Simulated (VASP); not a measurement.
Wanted: the native input for a VASP 6.6.1 run.

```yaml
Task: single point
Functional: PBE
Potentials_or_basis: VASP PAW PBE potentials, release 64 (Si, C)
Cutoff: 520 eV
k_mesh: 6 × 6 × 4
Occupations: gaussian, width 0.1 eV
Spin: collinear spin
Starting_moments: "[0.0, 0.0, 0.0, 0.0, 0.0, 1.0] μB"
Dipole_correction: no
Further_INCAR_settings: ALGO = Normal; EDIFF = 1e-06; NBANDS = 25
```

The structure of Si5C lies in POSCAR:

```
Si5C
1.0
    4.5290423360      0.0000000000      0.0000000000
   -2.2645211680      3.9222657178      0.0000000000
    0.0000000000      0.0000000000      4.3304995600
Si C
5 1
Direct
    0.3333333333      0.6666666667      0.0000000000
    0.6666666667      0.3333333333      0.0000000000
    0.6765835668      0.6765835668      0.5000000000
    0.3234164332      0.0000000000      0.5000000000
    0.0000000000      0.3234164332      0.5000000000
    0.0000000000      0.0000000000      0.0000000000
```

The input as run:

INCAR

```
SYSTEM = Si5C
  ALGO = Normal
  EDIFF = 1E-6
  ENCUT = 520
  GGA = PE
  ISIF = 2
  ISMEAR = 0
  ISPIN = 2
  LASPH = .TRUE.
  LCHARG = .TRUE.
  LELF = .TRUE.
  LORBIT = 11
  LREAL = .FALSE.
  LVHAR = .TRUE.
  LWAVE = .FALSE.
  MAGMOM = 0 0 0 0 0 1
  NBANDS = 25
  NELM = 150
  PREC = Accurate
  SIGMA = 0.1
```

KPOINTS

```
k-points
0
G
  6 6 4
  0 0 0
```

Potentials or basis: VASP PAW PBE potentials, release 64 (Si, C).

Run with:

```bash
$ cat potpaw_PBE.64/Si/POTCAR potpaw_PBE.64/C/POTCAR > POTCAR
$ mpirun -np 1 vasp_std > vasp.out
```

Results of the run:

| Property | Result |
| --- | --- |
| Pressure | -0.1 GPa |
| Largest force | 0.020 eV/Å |
| Band gap on the k mesh | zero (filled and empty bands overlap) |
| Net moment | 0.00 μB per cell |
| Valence electrons inside the program's atomic spheres | Si 1.54, 1.56 (each value once); C 2.10 |

Caveat: the k points lie up to 0.36 Å⁻¹ apart, too coarse for converged energies and pressures of a metal.

It took 62 s on 1 thread of Intel(R) Xeon(R) Platinum 8488C (Sapphire Rapids) (shared host), peak memory 0.24 GiB.
